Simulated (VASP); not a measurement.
Write the native input for VASP 6.6.1 that does the following.

- Task: single point
- Functional: r2SCAN
- Potentials or basis: VASP PAW PBE potentials, release 64 (Zn, S)
- Cutoff: 520 eV
- k mesh: 10 × 10 × 10
- Occupations: gaussian, width 0.02 eV
- Spin: no spin polarisation
- Dipole correction: no
- Further INCAR settings: ALGO = Normal; EDIFF = 1e-06; NBANDS = 16

The system is ZnS.

```
Zn S
1.0
     0.00000    2.67777    2.67777
     2.67777    0.00000    2.67777
     2.67777    2.67777    0.00000
Zn S
1 1
Direct
  0.25000 0.25000 0.25000
  0.00000 0.00000 0.00000
```

The input as run:

POSCAR

```
ZnS
1.0
    0.0000000000      2.6777701691      2.6777701691
    2.6777701691      0.0000000000      2.6777701691
    2.6777701691      2.6777701691      0.0000000000
Zn S
1 1
Direct
    0.2500000000      0.2500000000      0.2500000000
    0.0000000000      0.0000000000      0.0000000000
```

INCAR.step1

```
SYSTEM = ZnS
  PREC = Accurate
  ENCUT = 520
  ISMEAR = 0
  SIGMA = 0.02
  LREAL = .FALSE.
  LASPH = .TRUE.
  NELM = 80
  NBANDS = 16
  GGA = PE
  ALGO = Normal
  EDIFF = 1E-4
  LWAVE = .TRUE.
  LCHARG = .FALSE.
```

INCAR.step2

```
SYSTEM = ZnS
  PREC = Accurate
  ENCUT = 520
  EDIFF = 1E-6
  ISMEAR = 0
  SIGMA = 0.02
  LREAL = .FALSE.
  LASPH = .TRUE.
  NELM = 80
  ALGO = Normal
  ISIF = 2
  LWAVE = .FALSE.
  LCHARG = .FALSE.
  METAGGA = R2SCAN
  LMIXTAU = .TRUE.
  NBANDS = 16
  ISTART = 1
```

KPOINTS

```
Automatic mesh
0
G
  10 10 10
  0 0 0
```

Potentials or basis: VASP PAW PBE potentials, release 64 (Zn, S).

Command:

```sh
$ cat potpaw_PBE.64/Zn/POTCAR potpaw_PBE.64/S/POTCAR > POTCAR
$ cp INCAR.step1 INCAR
$ mpirun -np 1 vasp_std > vasp.out
$ cp INCAR.step2 INCAR
$ mpirun -np 1 vasp_std > vasp.out
```

Results of the run:

- Pressure: 1.5 GPa
- Band gap on the k mesh: 2.80 eV, direct

Caveat: the PAW data sets were made with another functional, which shifts forces and pressure a little.

It took 70 s on 1 thread of Intel(R) Xeon(R) Platinum 8488C (Sapphire Rapids) (shared host), peak memory 0.18 GiB.
